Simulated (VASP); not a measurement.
# Be (Pm-3m) in VASP: further runs

Be is run at these levels: PBE; tasks: single point.

Everything below comes from runs of VASP 6.6.1. Logs are shortened: lines on timing, memory, paths and dates and some standing lists are left out, and cuts for length are marked.

## Step 1: The cell of the first run

It takes space group Pm-3m (No. 221, cubic). Conventional cell: a = 2.202 Å, b = 2.202 Å, c = 2.202 Å, α = 90.00°, β = 90.00°, γ = 90.00°. Within 2.9 Å of Be (site symmetry m-3m) lie 6 Be at 2.20 Å.

## Step 2: Single point, PBE

Contents of INCAR:

```
SYSTEM = Be
ALGO = Normal
EDIFF = 1E-7
ENCUT = 520
GGA = PE
ISIF = 2
ISMEAR = -1
LASPH = .TRUE.
LCHARG = .FALSE.
LREAL = .FALSE.
LWAVE = .FALSE.
NBANDS = 7
NELM = 60
PREC = Accurate
SIGMA = 0.06122561905347299
```

Contents of KPOINTS:

```
k-points
0
G
  50 50 50
  0 0 0
```

Contents of POSCAR:

```
Be
1.0
    2.2018670102      0.0000000000      0.0000000000
    0.0000000000      2.2018670102      0.0000000000
    0.0000000000      0.0000000000      2.2018670102
Be
1
Direct
    0.0000000000      0.0000000000      0.0000000000
```

Potentials or basis: VASP PAW PBE potentials, release 64 (Be).

Run with:

```sh
$ cat potpaw_PBE.64/Be/POTCAR > POTCAR
$ mpirun -np 1 vasp_std > vasp.out
```

OUTCAR:

```text
SYSTEM = Be
   EDIFF = 1E-7
   ENCUT = 520
   GGA = PE
   ISIF = 2
   ISMEAR = -1
   LASPH = .TRUE.
   LREAL = .FALSE.
   NELM = 60
   PREC = Accurate

 ion  position               nearest neighbor table
   1  0.000  0.000  0.000-

  LATTYP: Found a simple cubic cell.
 ALAT       =     2.2018670102

  Lattice vectors:

 A1 = (   2.2018670102,   0.0000000000,   0.0000000000)
 A2 = (   0.0000000000,   2.2018670102,   0.0000000000)
 A3 = (   0.0000000000,   0.0000000000,   2.2018670102)

Analysis of symmetry for initial positions (statically):
=====================================================================
 Subroutine PRICEL returns:
 Original cell was already a primitive cell.

 Routine SETGRP: Setting up the symmetry group for a
 simple cubic supercell.

 Subroutine GETGRP returns: Found 48 space group operations
 (whereof 48 operations were pure point group operations)
 out of a pool of 48 trial point group operations.

The static configuration has the point symmetry O_h .

Analysis of symmetry for dynamics (positions and initial velocities):
=====================================================================
 Subroutine PRICEL returns:
 Original cell was already a primitive cell.

 Routine SETGRP: Setting up the symmetry group for a
 simple cubic supercell.

 Subroutine GETGRP returns: Found 48 space group operations
 (whereof 48 operations were pure point group operations)
 out of a pool of 48 trial point group operations.

The dynamic configuration has the point symmetry O_h .

 Subroutine INISYM returns: Found 48 space group operations
 (whereof 48 operations are pure point group operations),
 and found     1 'primitive' translations

----------------------------------------------------------------------------------------

                                     Primitive cell

  volume of cell :      10.6751

  direct lattice vectors                    reciprocal lattice vectors
     2.201867010  0.000000000  0.000000000     0.454160036  0.000000000  0.000000000
     0.000000000  2.201867010  0.000000000     0.000000000  0.454160036  0.000000000
     0.000000000  0.000000000  2.201867010     0.000000000  0.000000000  0.454160036

  length of vectors
     2.201867010  2.201867010  2.201867010     0.454160036  0.454160036  0.454160036

  position of ions in fractional coordinates (direct lattice)
     0.000000000  0.000000000  0.000000000

[... 68 lines left out ...]
   ICHARG =      2    charge: 1-file 2-atom 10-const
   ISPIN  =      1    spin polarized calculation?
   LNONCOLLINEAR =      F non collinear calculations
   LSORBIT =      F    spin-orbit coupling
   LASPH  =      T    aspherical Exc in radial PAW
   ENCUT  =  520.0 eV  38.22 Ry    6.18 a.u.   4.09  4.09  4.09*2*pi/ulx,y,z
   NELM   =     60;   NELMIN=  2; NELMDL= -5     # of ELM steps
   EDIFF  = 0.1E-06   stopping-criterion for ELM
   LREAL  =      F    real-space projection
   EDIFFG = 0.1E-05   stopping-criterion for IOM
   NSW    =      0    number of steps for IOM
   IBRION =     -1    ionic relax: 0-MD 1-quasi-New 2-CG
   NFREE  =      0    steps in history (QN), initial steepest desc. (CG)
   ISIF   =      2    stress and relaxation
   ISYM   =      2    0-nonsym 1-usesym 2-fastsym
   POTIM  = 0.5000    time-step for ionic-motion
   TEBEG  =    0.0;   TEEND  =   0.0 temperature during run
   PSTRESS=    0.0 pullay stress
   NELECT =       2.0000    total number of electrons
   NUPDOWN=      -1.0000    fix difference up-down
   EMIN   =  10.00;   EMAX   =-10.00  energy-range for DOS
   EFERMI =   0.00;   METHOD = LEGACY
   ISMEAR =    -1;   SIGMA  =   0.06  broadening in eV -4-tet -1-fermi 0-gaus
   EFERMI_NEDOS =   21; number of points for ismear=-14 and -15
   IALGO  =     38    algorithm
   IMIX   =      4    mixing-type and parameters
     AMIX     =   0.40;   BMIX     =  1.00
     AMIX_MAG =   1.60;   BMIX_MAG =  1.00
  volume/ion in A,a.u.               =      10.68        72.04
  Fermi-wavevector in a.u.,A,eV,Ry     =   0.936757  1.770215 11.939306  0.877514
  Thomas-Fermi vector in A             =   2.063799
   LORBIT       =      0    0 simple, 1 ext, 2 COOP (PROOUT), +10 PAW based schemes
   GGA     = PE    functional components
   LHFCALC =     F    Hartree Fock is set to
   AEXX    =    0.0000 exact exchange contribution
   IVDW    =     0    specifies the selected vdW correction
   LEPSILON=     F    determine dielectric tensor
   LRPA    =     F    only Hartree local field effects (RPA)
 non-spin polarized calculation
  energy-cutoff  :      520.00
  volume of cell :       10.68
 maximum number of plane-waves:       304
   NGX =  9   NGY =  9   NGZ =  9

 number of electron       2.0000000 magnetization

 Free energy of the ion-electron system (eV)
  ---------------------------------------------------
  ext. energy  EPLUGINS =         0.00000000
  ---------------------------------------------------
  free energy    TOTEN  =        -2.76197291 eV

  energy without entropy =       -2.75725445  energy(sigma->0) =       -2.75961368

 E-fermi :   4.4838     XC(G=0):  -9.6391

 val. band max:        4.4836972136   @ k =   0.5000   0.3400   0.0800
 cond. band min:       4.4841915007   @ k =   0.4800   0.3000   0.2800
 fundamental gap:      0.0004942871
 Fermi energy:         4.4837844397

 k-point     1 :       0.0000    0.0000    0.0000
  band No.  band energies     occupation
      1      -4.9687      2.00000
      2      17.6483      0.00000
      3      17.6483      0.00000
      4      17.6483      0.00000
      5      23.2673      0.00000
      6      23.2673      0.00000
      7      31.5776      0.00000
[... 221 lines left out ...]
 k-point    24 :       0.4600    0.0000    0.0000
  band No.  band energies     occupation
      1      -0.2645      2.00000
      2       3.0460      2.00000
      3      21.0754      0.00000
      4      21.0754      0.00000
      5      28.6217      0.00000
      6      28.6608      0.00000
      7      32.4031      0.00000

 [... further k-points ...]
[... 5 lines left out ...]
  --------------------------------------------------------------------------------------
  -------------------------------------------------------------------------------------
  Total       -0.1794876     -0.1794876     -0.1794876      0.0000000      0.0000000      0.0000000
  in kB      -26.9384038    -26.9384038    -26.9384038      0.0000000      0.0000000      0.0000000
  external PRESSURE =     -26.9384038 kB  Pullay stress =       0.0000000 kB

 VOLUME and BASIS-vectors are now :
 -----------------------------------------------------------------------------
  energy-cutoff  :      520.00
  volume of cell :       10.68
      direct lattice vectors                 reciprocal lattice vectors
     2.201867010  0.000000000  0.000000000     0.454160036  0.000000000  0.000000000
     0.000000000  2.201867010  0.000000000     0.000000000  0.454160036  0.000000000
     0.000000000  0.000000000  2.201867010     0.000000000  0.000000000  0.454160036

 POSITION                                       TOTAL-FORCE (eV/Angst)
 -----------------------------------------------------------------------------------
      0.00000      0.00000      0.00000         0.000000      0.000000      0.000000
 -----------------------------------------------------------------------------------
    total drift:                               -0.000000     -0.000000     -0.000000

  FREE ENERGIE OF THE ION-ELECTRON SYSTEM (eV)
  ---------------------------------------------------
  free  energy   TOTEN  =        -2.7619729108 eV

  energy  without entropy=       -2.7572544475  energy(sigma->0) =       -2.75961368
```

OSZICAR:

```text
N       E                     dE             d eps       ncg     rms          rms(c)
DAV:   1    -0.176688183829E+01   -0.17669E+01   -0.10106E+03 48041   0.226E+02
DAV:   2    -0.277349548518E+01   -0.10066E+01   -0.95946E+00 63259   0.215E+01
DAV:   3    -0.277619135924E+01   -0.26959E-02   -0.26935E-02 52038   0.968E-01
DAV:   4    -0.277619203532E+01   -0.67609E-06   -0.67665E-06 67200   0.154E-02
DAV:   5    -0.277619203581E+01   -0.48278E-09   -0.20370E-09 52542   0.125E-04    0.523E-01
DAV:   6    -0.276630020619E+01    0.98918E-02   -0.10457E-03 52346   0.269E-01    0.318E-01
DAV:   7    -0.276197855174E+01    0.43217E-02   -0.11076E-03 49882   0.284E-01    0.248E-02
DAV:   8    -0.276197274862E+01    0.58031E-05   -0.42398E-06 59430   0.128E-02    0.347E-03
DAV:   9    -0.276197294992E+01   -0.20130E-06   -0.77331E-07 54691   0.540E-03    0.518E-04
DAV:  10    -0.276197291077E+01    0.39148E-07   -0.62464E-09 35833   0.577E-04
   1 F= -.27619729E+01 E0= -.27596137E+01  d E =-.471846E-02
```

Run time: 27 s. Hardware: 1 thread of Intel Xeon 6975P-C (Granite Rapids), shared host; peak memory 0.3 GiB.

Results:

```yaml
Free_energy: -2.7620 eV
Pressure: -2.7 GPa
Band_gap_on_the_k_mesh: zero (band 1 reaches 9.72 eV, above the bottom of band 2 at 2.67 eV)
```

## Step 3: Single point, PBE

This run uses another cell than the first one, of 10.88 Å³/atom, 1.019 times its volume.

Contents of INCAR:

```
SYSTEM = Be
ALGO     = Normal         ! electronic algorithm
EDIFF    = 1E-6           ! SCF threshold, eV
ENCUT    = 520            ! plane-wave cutoff, eV
GGA      = PE             ! functional
ISIF     = 2              ! what is computed and relaxed
ISMEAR   = -1             ! smearing method
LASPH    = .True.         ! aspherical terms in the spheres
LCHARG   = .True.         ! write CHGCAR
LELF     = .True.         ! ELF
LREAL    = .False.        ! projectors in reciprocal space
LVHAR    = .True.       
LWAVE    = .False.        ! write WAVECAR
NBANDS   = 7              ! bands
NELM     = 100            ! most SCF steps
PREC     = Accurate       ! precision mode
SIGMA    = 0.06122561905347299 ! smearing width, eV
```

Contents of KPOINTS:

```
k-points
0
Gamma
  50 50 50
  0 0 0
```

Contents of POSCAR:

```
Be
1.0
    2.2158920189      0.0000000000      0.0000000000
    0.0000000000      2.2158920189      0.0000000000
    0.0000000000      0.0000000000      2.2158920189
Be
1
Direct
    0.0000000000      0.0000000000      0.0000000000
```

Potentials or basis: VASP PAW PBE potentials, release 64 (Be).

Run with:

```sh
$ cat potpaw_PBE.64/Be/POTCAR > POTCAR
$ mpirun -np 1 vasp_std > vasp.out
```

Wall time 26 s (1 thread of Intel Xeon 6975P-C (Granite Rapids), shared host); peak memory 0.3 GiB.

The run converged. Its results:

* Free energy: -2.7577 eV
* Pressure: -3.9 GPa
* Band gap on the k mesh: zero (band 1 reaches 9.51 eV, above the bottom of band 2 at 2.52 eV)

Levels at points of the mesh, in eV from the Fermi level:
```tsv
k point	band 1	band 2	band 3	band 4
(0.00, 0.00, 0.00)	-9.34	12.99	12.99	12.99
(0.50, 0.00, 0.00)	-4.37	-1.82	16.44	16.44
(0.50, 0.50, 0.00)	0.71	0.71	6.58	6.64
(0.50, 0.50, 0.50)	5.17	5.17	5.17	12.88
```
